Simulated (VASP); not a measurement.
CdF2:

```
Cd F
1.0
     3.00366    0.00000    0.00000
    -1.50183    2.60124    0.00000
     0.00000    0.00000   10.08256
Cd F
2 4
Direct
  0.33333 0.66667 0.62501
  0.66667 0.33333 0.12501
  0.66667 0.33333 0.74340
  0.33333 0.66667 0.24340
  0.00000 0.00000 0.00659
  0.00000 0.00000 0.50659
```

| Item | Value |
| --- | --- |
| Program | VASP 6.6.1 |
| Task | relaxation of cell and atoms |
| Functional | PBEsol |
| Potentials or basis | VASP PAW PBE potentials, release 64 (Cd, F) |
| Cutoff | 600 eV |
| k mesh | 9 × 9 × 2 |
| Occupations | fermi-dirac, width 0.03 eV |
| Spin | no spin polarisation |

At the start: pressure 31.6 GPa; volume 13.13 Å³/atom.

Task: Where does the relaxation end?

Result: Over 42 steps the energy falls by 394.2 meV/atom and the volume is 13.48 Å³/atom (+2.7 %); space group P6_3mc (No. 186, to 0.1 Å) before and after.

The path:
```csv
step,energy change (eV),largest force (eV/Å),pressure (GPa),volume (Å³)
1,0.0000,1.8308,31.62,78.78
3,-1.5937,0.8735,-0.34,95.24
5,-2.2168,0.2479,-3.84,99.50
7,-2.2257,0.3328,3.55,93.12
9,-2.2655,0.0398,-0.02,95.69
11,-2.2680,0.2002,-1.09,93.22
13,-2.2790,0.1522,-0.25,93.63
15,-2.2836,0.4227,3.03,86.33
17,-2.2892,0.3204,1.72,88.85
19,-2.2977,0.3295,1.77,87.61
21,-2.3250,0.3665,2.42,82.60
23,-2.3231,0.4027,3.10,80.79
25,-2.3377,0.2499,2.49,77.97
27,-2.3390,0.1936,2.03,77.71
29,-2.3564,0.1386,-0.34,80.45
31,-2.3595,0.1203,-0.35,80.79
33,-2.3639,0.0750,0.31,81.08
35,-2.3647,0.0318,-0.19,81.42
37,-2.3651,0.0169,0.09,81.11
39,-2.3653,0.0077,-0.08,81.17
41,-2.3654,0.0070,-0.06,81.05
42,-2.3654,0.0100,0.03,80.90
```

Final structure:
```yaml
crystal:
  lattice:
    - [3.55711, 0.00000, 0.00000]
    - [-1.77855, 3.08054, 0.00000]
    - [0.00000, 0.00000, 7.38254]
  atoms:
    - { symbol: Cd, position: [0.33333, 0.66667, 0.61913] }
    - { symbol: Cd, position: [0.66667, 0.33333, 0.11913] }
    - { symbol: F, position: [0.66667, 0.33333, 0.75520] }
    - { symbol: F, position: [0.33333, 0.66667, 0.25520] }
    - { symbol: F, position: [0.00000, 0.00000, 0.00068] }
    - { symbol: F, position: [0.00000, 0.00000, 0.50068] }
```

Caveat: a cell axis changed by over 15 % at a fixed basis, so the end point is rough; the PAW data sets were made with another functional, which shifts forces and pressure a little.
